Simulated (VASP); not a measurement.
A run of VASP 6.6.1 is set up as follows.

The input INCAR:

```
PREC = Accurate
ENCUT = 520
EDIFF = 1E-7
ISMEAR = 0
SIGMA = 0.05
LREAL = Auto
LASPH = True
NELM = 80
ALGO = Normal
ISIF = 2
LWAVE = False
LCHARG = False
GGA = PE
NBANDS = 43
```

Contents of KPOINTS:

```
regular mesh
0
Gamma
  6 6 6
```

Contents of POSCAR:

```
C
1.0
    3.5715485858      0.0000000000     -3.5715485858
    0.0000000000      3.5715485858     -3.5715485858
    3.5715485858      3.5715485858      0.0000000000
C
15
Direct
    0.2500000000      0.2500000000      0.2500000000
    0.2500000000      0.7500000000      0.7500000000
    0.2500000000      0.7500000000      0.2500000000
    0.7500000000      0.2500000000      0.7500000000
    0.7500000000      0.2500000000      0.2500000000
    0.7500000000      0.7500000000      0.7500000000
    0.7500000000      0.7500000000      0.2500000000
    0.1250000000      0.1250000000      0.1250000000
    0.1250000000      0.1250000000      0.6250000000
    0.1250000000      0.6250000000      0.1250000000
    0.2694029523      0.6718750000      0.5293610239
    0.6250000000      0.1250000000      0.1250000000
    0.6250000000      0.1250000000      0.6250000000
    0.6250000000      0.6250000000      0.1250000000
    0.6250000000      0.6250000000      0.6250000000
```

Potentials or basis: VASP PAW PBE potentials, release 64 (C).

Command:

```console
$ cat potpaw_PBE.64/C/POTCAR > POTCAR
$ mpirun -np 1 vasp_std > vasp.out
```

**Question.** What does it give for the pressure?

**Answer.** 11.5 GPa.

**Question.** What does it give for the band gap on the k mesh?

**Answer.** Zero (bands 30 and 31 overlap by 0.72 eV).

**Question.** Estimate the largest force.

**Answer.** 10.787 eV/Å.

Forces in eV/Å, atoms in the order of the input:
```
C    0.057 -0.057 -0.726
C    3.161  4.165 -3.674
C   -4.165 -3.161 -3.674
C    0.253  0.233  0.040
C   -0.233 -0.253  0.040
C   -2.237  2.237  0.434
C    0.139 -0.139 -0.643
C    0.135  1.177  1.228
C   -1.177 -0.135  1.228
C    0.204 -0.204  1.540
C   -1.575  1.575 10.555
C   -0.103  0.103 -0.117
C    2.149 -2.149 -1.203
C    0.157 -3.233 -2.515
C    3.233 -0.157 -2.515
```

Caveat: the cell differs from its parent crystal (atoms taken out, atom 11 moved -0.125 of the way to it and -0.700 Å across, host rigid).
